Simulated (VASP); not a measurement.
## H8Os3: single point with PBE

Crystal: H8Os3.

```xyz
11
Lattice="5.2389 0.0000 0.0000 0.0000 5.2389 0.0000 0.0000 0.0000 5.2389" Properties=species:S:1:pos:R:3 pbc="T T T"
H     1.0454    0.0000    0.0000
H     4.1935    0.0000    0.0000
H     0.0000    1.0454    0.0000
H     0.0000    4.1935    0.0000
H     0.0000    0.0000    1.0454
H     0.0000    0.0000    4.1935
H     0.0000    0.0000    0.0000
H     2.6194    2.6194    2.6194
Os    2.6194    0.0000    0.0000
Os    0.0000    2.6194    0.0000
Os    0.0000    0.0000    2.6194
```

```yaml
Program: VASP 6.6.1
Task: single point
Functional: PBE
Potentials_or_basis: VASP PAW PBE potentials, release 64 (H, Os)
Cutoff: 520 eV
k_mesh: 8 × 8 × 8
Occupations: gaussian, width 0.1 eV
Spin: no spin polarisation
Dipole_correction: no
Further_INCAR_settings: ALGO = Normal; EDIFF = 1e-06; NBANDS = 27
```

- Pressure: 0.4 GPa
- Largest force: 0.119 eV/Å
- Band gap on the k mesh: zero (band 16 reaches 0.27 eV, above the bottom of band 17 at -0.19 eV)

Forces in eV/Å, atoms in the order of the input:
```
H   -0.119  0.000  0.000
H    0.119  0.000  0.000
H    0.000 -0.119  0.000
H    0.000  0.119  0.000
H    0.000  0.000 -0.119
H    0.000  0.000  0.119
H    0.000  0.000  0.000
H    0.000  0.000  0.000
Os   0.000  0.000  0.000
Os   0.000  0.000  0.000
Os   0.000  0.000  0.000
```

Levels at points of the mesh, in eV from the Fermi level:
| k point | band 14 | band 15 | band 16 | band 17 | band 18 | band 19 |
| --- | --- | --- | --- | --- | --- | --- |
| (0.00, 0.00, 0.00) | -0.17 | -0.17 | -0.17 | 0.18 | 0.18 | 0.18 |
| (0.50, 0.00, 0.00) | -0.27 | -0.20 | -0.20 | -0.20 | -0.20 | -0.13 |
| (0.50, 0.50, 0.00) | -0.56 | -0.34 | -0.28 | 0.08 | 0.10 | 0.13 |
| (0.50, 0.50, 0.50) | 0.26 | 0.26 | 0.26 | 0.27 | 0.89 | 0.89 |

Wall time 85 s on 1 thread of AMD EPYC 9R14 (Zen 4) (shared host), peak memory 0.27 GiB.

Caveat: spin-orbit coupling is left out, which moves the levels of the heavy elements.
